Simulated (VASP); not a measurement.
Write the native input for VASP 6.6.1 that does the following.

```
Task                   : single point
Functional             : PBEsol
Potentials or basis    : VASP PAW PBE potentials, release 64 (Mo_sv, S)
Cutoff                 : 520 eV
k mesh                 : 10 × 10 × 10
Occupations            : fermi-dirac, width 0.05 eV
Spin                   : no spin polarisation
Dipole correction      : no
Further INCAR settings : ALGO = Normal; EDIFF = 1e-06; NBANDS = 20
```

The structure of MoS2 lies in POSCAR:

```
MoS2
1.0
    1.6109882594      0.9301045052      6.2706188579
   -1.6109882594      0.9301045052      6.2706188579
    0.0000000000     -1.8602090104      6.2706188579
Mo S
1 2
Direct
    0.0000000000      0.0000000000      0.0000000000
    0.4170000000      0.4170000000      0.4170000000
    0.2500000000      0.2500000000      0.2500000000
```

This cell differs from its parent crystal: volume scaled by 1.06.

These files were run (other wordings do the same):

INCAR

```
PREC     = Accurate       # precision mode
ENCUT    = 520            # plane-wave cutoff, eV
EDIFF    = 1E-6           # SCF threshold, eV
ISMEAR   = -1             # smearing method
SIGMA    = 0.05           # smearing width, eV
LREAL    = False          # projectors in reciprocal space
LASPH    = True           # aspherical terms in the spheres
NELM     = 80             # most SCF steps
ALGO     = Normal         # electronic algorithm
ISIF     = 2              # what is computed and relaxed
LWAVE    = False          # write WAVECAR
LCHARG   = False          # write CHGCAR
GGA      = PS             # functional
NBANDS   = 20             # bands
```

KPOINTS

```
Automatic mesh
0
Gamma
  10 10 10
```

Potentials or basis: VASP PAW PBE potentials, release 64 (Mo_sv, S).

Run with:

```bash
$ cat potpaw_PBE.64/Mo_sv/POTCAR potpaw_PBE.64/S/POTCAR > POTCAR
$ mpirun -np 1 vasp_std > vasp.out
```

Results of the run:

The pressure is -7.7 GPa, the largest force is 0.733 eV/Å and the band gap on the k mesh is 0.97 eV, indirect (least direct gap 1.81 eV).

Caveat: the PAW data sets were made with another functional, which shifts forces and pressure a little.

It took 2.8 min on 1 thread of Intel(R) Xeon(R) 6975P-C (Granite Rapids), with other jobs on the host, peak memory 0.4 GiB.
